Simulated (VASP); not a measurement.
# AlNi (Pm) in VASP: single point with PBEsol

Aim: the single point of AlNi with PBEsol.

All numbers are computed with VASP 6.6.1; they aren't measurements. Logs are shortened: lines on timing, memory, paths and dates and some standing lists are left out, and cuts for length are marked.

## Step 1: The cell of the first run

The structure is monoclinic, space group Pm (No. 6). The conventional cell has a = 2.858 Å, b = 2.858 Å, c = 2.869 Å, α = 90.00°, β = 90.00°, γ = 90.00°. Within 3.1 Å of Al (site symmetry m) lie 8 Ni at 2.38 to 2.58 Å and 6 Al at 2.86 to 2.87 Å. Ni (site symmetry m) has 8 Al at 2.38 to 2.58 Å and 6 Ni at 2.86 to 2.87 Å within 3.1 Å.

## Step 2: Single point, PBEsol (atoms displaced along several vibrational modes)

File INCAR:

```
  PREC = Accurate
  ENCUT = 520
  EDIFF = 1E-6
  ISMEAR = 0
  SIGMA = 0.15
  LREAL = F
  LASPH = T
  NELM = 80
  ALGO = Fast
  ISIF = 2
  LWAVE = F
  LCHARG = F
  GGA = PS
  NBANDS = 14
```

File KPOINTS:

```
Automatic mesh
0
Gamma
  16 16 16
```

File POSCAR:

```
AlNi
1.0
    2.0211996418     -2.0211459310      0.0000000000
    2.0211996418      2.0211459310      0.0000000000
    0.0000000000      0.0000000000      2.8688666946
Al Ni
1 1
Direct
   -0.0066471451      0.0000000000     -0.0331141214
    0.5030557133      0.5000000000      0.5152226646
```

Potentials or basis: VASP PAW PBE potentials, release 64 (Al, Ni).

Started as:

```bash
$ cat potpaw_PBE.64/Al/POTCAR potpaw_PBE.64/Ni/POTCAR > POTCAR
$ mpirun -np 1 vasp_std > vasp.out
```

OUTCAR:

```text
PREC = Accurate
   ENCUT = 520
   EDIFF = 1E-6
   ISMEAR = 0
   LREAL = F
   LASPH = T
   NELM = 80
   ISIF = 2
   GGA = PS

 ion  position               nearest neighbor table
   1  0.993  0.000  0.967-   2 2.38   2 2.38   2 2.42   2 2.42   2 2.55   2 2.55   2 2.58   2 2.58

   2  0.503  0.500  0.515-   1 2.38   1 2.38   1 2.42   1 2.42   1 2.55   1 2.55   1 2.58   1 2.58

  LATTYP: Found a base centered orthorhombic cell.
 ALAT       =     4.0422918620
 B/A-ratio  =     1.0000265744
 C/A-ratio  =     0.7097129036

  Lattice vectors:

 A1 = (  -2.0211996418,  -2.0211459310,   0.0000000000)
 A2 = (   2.0211996418,  -2.0211459310,   0.0000000000)
 A3 = (   0.0000000000,   0.0000000000,   2.8688666946)

Analysis of symmetry for initial positions (statically):
=====================================================================
 Subroutine PRICEL returns:
 Original cell was already a primitive cell.

 Routine SETGRP: Setting up the symmetry group for a
 base centered orthorhombic supercell.

 Subroutine GETGRP returns: Found  1 space group operations
 (whereof  1 operations were pure point group operations)
 out of a pool of  8 trial point group operations.

The static configuration has the point symmetry C_1 .

Analysis of symmetry for dynamics (positions and initial velocities):
=====================================================================
 Subroutine PRICEL returns:
 Original cell was already a primitive cell.

 Routine SETGRP: Setting up the symmetry group for a
 base centered orthorhombic supercell.

 Subroutine GETGRP returns: Found  1 space group operations
 (whereof  1 operations were pure point group operations)
 out of a pool of  8 trial point group operations.

The dynamic configuration has the point symmetry C_1 .

 Subroutine INISYM returns: Found  1 space group operations
 (whereof  1 operations are pure point group operations),
 and found     1 'primitive' translations

----------------------------------------------------------------------------------------

                                     Primitive cell

  volume of cell :      23.4394

  direct lattice vectors                    reciprocal lattice vectors
     2.021199642 -2.021145931  0.000000000     0.247377839 -0.247384413  0.000000000
     2.021199642  2.021145931  0.000000000     0.247377839  0.247384413  0.000000000
     0.000000000  0.000000000  2.868866695     0.000000000  0.000000000  0.348569699

  length of vectors
     2.858369967  2.858369967  2.868866695     0.349849744  0.349849744  0.348569699

  position of ions in fractional coordinates (direct lattice)
     0.993352855  0.000000000  0.966885879
     0.503055713  0.500000000  0.515222665

  ion indices of the primitive-cell ions
   primitive index   ion index
                 1           1
                 2           2

----------------------------------------------------------------------------------------

 KPOINTS: Automatic mesh

Automatic generation of k-mesh.
 Grid dimensions read from file:
 generate k-points for:   16   16   16

 Generating k-lattice:

  Cartesian coordinates                     Fractional coordinates (reciprocal lattice)
     0.015461115 -0.015461526  0.000000000     0.062500000  0.000000000  0.000000000
     0.015461115  0.015461526  0.000000000     0.000000000  0.062500000  0.000000000
     0.000000000  0.000000000  0.021785606     0.000000000  0.000000000  0.062500000

  Length of vectors
     0.021865609  0.021865609  0.021785606

  Shift w.r.t. Gamma in fractional coordinates (k-lattice)
     0.000000000  0.000000000  0.000000000

 Subroutine IBZKPT returns following result:
 ===========================================

 Found   2052 irreducible k-points:

 Following reciprocal coordinates:
            Coordinates               Weight
  0.000000  0.000000  0.000000      1.000000
  0.062500  0.000000  0.000000      2.000000
 -0.000000 -0.062500  0.000000      2.000000
  0.125000  0.000000  0.000000      2.000000
 -0.000000 -0.125000  0.000000      2.000000
  0.187500 -0.000000  0.000000      2.000000
[... 16 lines left out ...]
  0.250000  0.062500  0.000000      2.000000
 -0.062500 -0.250000  0.000000      2.000000
 [... further k-points ...]
   k-points           NKPTS =   2052   k-points in BZ     NKDIM =   2052   number of bands    NBANDS=     14
   number of dos      NEDOS =    301   number of ions     NIONS =      2
   total plane-waves  NPLWV =  13824
   dimension x,y,z NGX =    24 NGY =   24 NGZ =   24
   dimension x,y,z NGXF=    48 NGYF=   48 NGZF=   48
   ions per type =               1   1
   NGX,Y,Z   is equivalent  to a cutoff of  13.96, 13.96, 13.91 a.u.
   NGXF,Y,Z  is equivalent  to a cutoff of  27.92, 27.92, 27.82 a.u.
 SYSTEM =  unknown system
   PREC   = accura    normal or accurate (medium, high low for compatibility)
   ISTART =      0    job   : 0-new  1-cont  2-samecut
   ICHARG =      2    charge: 1-file 2-atom 10-const
   ISPIN  =      1    spin polarized calculation?
   LNONCOLLINEAR =      F non collinear calculations
   LSORBIT =      F    spin-orbit coupling
   LASPH  =      T    aspherical Exc in radial PAW
   ENCUT  =  520.0 eV  38.22 Ry    6.18 a.u.   5.31  5.31  5.33*2*pi/ulx,y,z
   NELM   =     80;   NELMIN=  2; NELMDL= -5     # of ELM steps
   EDIFF  = 0.1E-05   stopping-criterion for ELM
   LREAL  =      F    real-space projection
   EDIFFG = 0.1E-04   stopping-criterion for IOM
   NSW    =      0    number of steps for IOM
   IBRION =     -1    ionic relax: 0-MD 1-quasi-New 2-CG
   NFREE  =      0    steps in history (QN), initial steepest desc. (CG)
   ISIF   =      2    stress and relaxation
   ISYM   =      2    0-nonsym 1-usesym 2-fastsym
   POTIM  = 0.5000    time-step for ionic-motion
   TEBEG  =    0.0;   TEEND  =   0.0 temperature during run
   PSTRESS=    0.0 pullay stress
   NELECT =      13.0000    total number of electrons
   NUPDOWN=      -1.0000    fix difference up-down
   EMIN   =  10.00;   EMAX   =-10.00  energy-range for DOS
   EFERMI =   0.00;   METHOD = LEGACY
   ISMEAR =     0;   SIGMA  =   0.15  broadening in eV -4-tet -1-fermi 0-gaus
   EFERMI_NEDOS =   21; number of points for ismear=-14 and -15
   IALGO  =     68    algorithm
   IMIX   =      4    mixing-type and parameters
     AMIX     =   0.40;   BMIX     =  1.00
     AMIX_MAG =   1.60;   BMIX_MAG =  1.00
  volume/ion in A,a.u.               =      11.72        79.09
  Fermi-wavevector in a.u.,A,eV,Ry     =   1.345055  2.541786 24.615310  1.809174
  Thomas-Fermi vector in A             =   2.472999
   LORBIT       =      0    0 simple, 1 ext, 2 COOP (PROOUT), +10 PAW based schemes
   GGA     = PS    functional components
   LHFCALC =     F    Hartree Fock is set to
   AEXX    =    0.0000 exact exchange contribution
   IVDW    =     0    specifies the selected vdW correction
   LEPSILON=     F    determine dielectric tensor
   LRPA    =     F    only Hartree local field effects (RPA)
 non-spin polarized calculation
 RMM-DIIS sequential band-by-band and
 Gauss-broadening in eV      SIGMA  =   0.15
  energy-cutoff  :      520.00
  volume of cell :       23.44
 maximum number of plane-waves:       653
 NGX is ok and might be reduce to    24
   NGX = 11   NGY = 11   NGZ = 11

 number of electron      13.0000003 magnetization

 Free energy of the ion-electron system (eV)
  ---------------------------------------------------
  ext. energy  EPLUGINS =         0.00000000
  ---------------------------------------------------
  free energy    TOTEN  =       -11.52840729 eV

  energy without entropy =      -11.51995833  energy(sigma->0) =      -11.52418281

 E-fermi :  10.1577     XC(G=0): -12.2581

 val. band max:       10.1576861138   @ k =   0.1250  -0.3125  -0.3750
 cond. band min:      10.1577027563   @ k =   0.1250   0.3125  -0.3750
 fundamental gap:      0.0000166425
 Fermi energy:        10.1576874950

 k-point     1 :       0.0000    0.0000    0.0000
  band No.  band energies     occupation
      1      -1.1133      2.00000
      2       6.7972      2.00000
      3       6.8142      2.00000
      4       8.5515      2.00000
      5       8.5634      2.00000
      6       8.5657      2.00000
      7      15.6702      0.00000
      8      15.7938      0.00000
      9      15.7949      0.00000
     10      18.3908      0.00000
     11      18.4116      0.00000
     12      24.1118      0.00000
     13      31.0807      0.00000
     14      31.0968      0.00000

 k-point     2 :       0.0625    0.0000    0.0000
  band No.  band energies     occupation
      1      -1.0401      2.00000
      2       6.7959      2.00000
      3       6.8290      2.00000
      4       8.5203      2.00000
      5       8.5309      2.00000
      6       8.5677      2.00000
      7      14.9657      0.00000
      8      15.7987      0.00000
      9      15.8905      0.00000
     10      18.3989      0.00000
     11      19.1252      0.00000
     12      24.3666      0.00000
     13      30.2979      0.00000
     14      30.4695      0.00000

 k-point     3 :      -0.0000   -0.0625    0.0000
  band No.  band energies     occupation
      1      -1.0401      2.00000
      2       6.7956      2.00000
      3       6.8294      2.00000
      4       8.5182      2.00000
      5       8.5328      2.00000
      6       8.5678      2.00000
      7      14.9649      0.00000
      8      15.7960      0.00000
      9      15.8946      0.00000
     10      18.3994      0.00000
     11      19.1239      0.00000
     12      24.3669      0.00000
     13      30.3091      0.00000
     14      30.4775      0.00000

 k-point     4 :       0.1250    0.0000    0.0000
  band No.  band energies     occupation
      1      -0.8212      2.00000
      2       6.7719      2.00000
      3       6.8779      2.00000
      4       8.4307      2.00000
      5       8.4410      2.00000
      6       8.5769      2.00000
      7      13.5715      0.00000
      8      16.0794      0.00000
      9      16.1736      0.00000
     10      18.4098      0.00000
     11      20.2501      0.00000
     12      25.1666      0.00000
     13      28.8762      0.00000
     14      28.9863      0.00000

 k-point     5 :      -0.0000   -0.1250    0.0000
  band No.  band energies     occupation
      1      -0.8212      2.00000
      2       6.7714      2.00000
      3       6.8785      2.00000
      4       8.4285      2.00000
      5       8.4425      2.00000
      6       8.5775      2.00000
      7      13.5707      0.00000
      8      16.0773      0.00000
      9      16.1773      0.00000
     10      18.4102      0.00000
     11      20.2478      0.00000
[... 276 lines left out ...]
 k-point    22 :      -0.0625   -0.1875    0.0000
  band No.  band energies     occupation
      1      -0.3875      2.00000
      2       6.7014      2.00000
      3       6.9566      2.00000
      4       8.2605      2.00000
      5       8.3163      2.00000
      6       8.5621      2.00000
      7      12.2564      0.00000
      8      15.7315      0.00000
      9      16.6698      0.00000
     10      18.9593      0.00000
     11      21.5692      0.00000
     12      26.4375      0.00000
     13      26.6246      0.00000
     14      27.5513      0.00000

 k-point    23 :       0.2500    0.0625    0.0000
  band No.  band energies     occupation
      1       0.1116      2.00000
      2       6.4616      2.00000
      3       7.0487      2.00000
      4       8.1189      2.00000
      5       8.1777      2.00000
      6       8.5788      2.00000
      7      11.0857      0.00000
      8      16.2406      0.00000
      9      17.2593      0.00000
     10      19.0456      0.00000
     11      22.3478      0.00000
     12      25.1053      0.00000
     13      25.8783      0.00000
     14      28.3355      0.00000

 k-point    24 :      -0.0625   -0.2500    0.0000
  band No.  band energies     occupation
      1       0.1117      2.00000
      2       6.4612      2.00000
      3       7.0494      2.00000
      4       8.1189      2.00000
      5       8.1769      2.00000
      6       8.5795      2.00000
      7      11.0849      0.00000
      8      16.2414      0.00000
      9      17.2597      0.00000
     10      19.0463      0.00000
     11      22.3436      0.00000
     12      25.1066      0.00000
     13      25.8792      0.00000
     14      28.3501      0.00000

 [... further k-points ...]

------------------------ aborting loop because EDIFF is reached ----------------------------------------

  FORCE on cell =-STRESS in cart. coord.  units (eV):
  Direction    XX          YY          ZZ          XY          YZ          ZX
  --------------------------------------------------------------------------------------
  -------------------------------------------------------------------------------------
  Total        0.3227700      0.3237846      0.1245616      0.0034068     -0.0611393      0.0611292
  in kB       22.0625874     22.1319416      8.5142735      0.2328698     -4.1791126      4.1784177
  external PRESSURE =      17.5696008 kB  Pullay stress =       0.0000000 kB

 VOLUME and BASIS-vectors are now :
 -----------------------------------------------------------------------------
  energy-cutoff  :      520.00
  volume of cell :       23.44
      direct lattice vectors                 reciprocal lattice vectors
     2.021199642 -2.021145931  0.000000000     0.247377839 -0.247384413  0.000000000
     2.021199642  2.021145931  0.000000000     0.247377839  0.247384413  0.000000000
     0.000000000  0.000000000  2.868866695     0.000000000  0.000000000  0.348569699

 POSITION                                       TOTAL-FORCE (eV/Angst)
 -----------------------------------------------------------------------------------
      2.00776     -2.00771      2.77387         0.130648     -0.130676      0.871146
      2.02738     -0.00618      1.47811        -0.130648      0.130676     -0.871146
 -----------------------------------------------------------------------------------
    total drift:                               -0.000094      0.000094      0.000671

  FREE ENERGIE OF THE ION-ELECTRON SYSTEM (eV)
  ---------------------------------------------------
  free  energy   TOTEN  =       -11.5284072860 eV

  energy  without entropy=      -11.5199583253  energy(sigma->0) =      -11.52418281
```

It took 5.2 min on 1 thread of Intel Xeon Platinum 8488C (Sapphire Rapids), shared host; peak memory 0.75 GiB.

Results:

```
Free energy            : -11.5284 eV
Pressure               : 1.8 GPa
Largest force          : 0.891 eV/Å
Band gap on the k mesh : zero (an odd number of electrons rules out a gap without spin polarisation)
```

Forces in eV/Å, atoms in the order of the input:
```
Al   0.131 -0.131  0.871
Ni  -0.131  0.131 -0.871
```

Stress tensor (GPa, compression positive):
```
 2.21  0.02  0.42
 0.02  2.21 -0.42
 0.42 -0.42  0.85
```

Caveat: the cell differs from its parent crystal (atoms displaced along several vibrational modes); the PAW data sets were made with another functional, which shifts forces and pressure a little. Spin polarisation is off, so any magnetic state and its effect on volume and gap are missing.
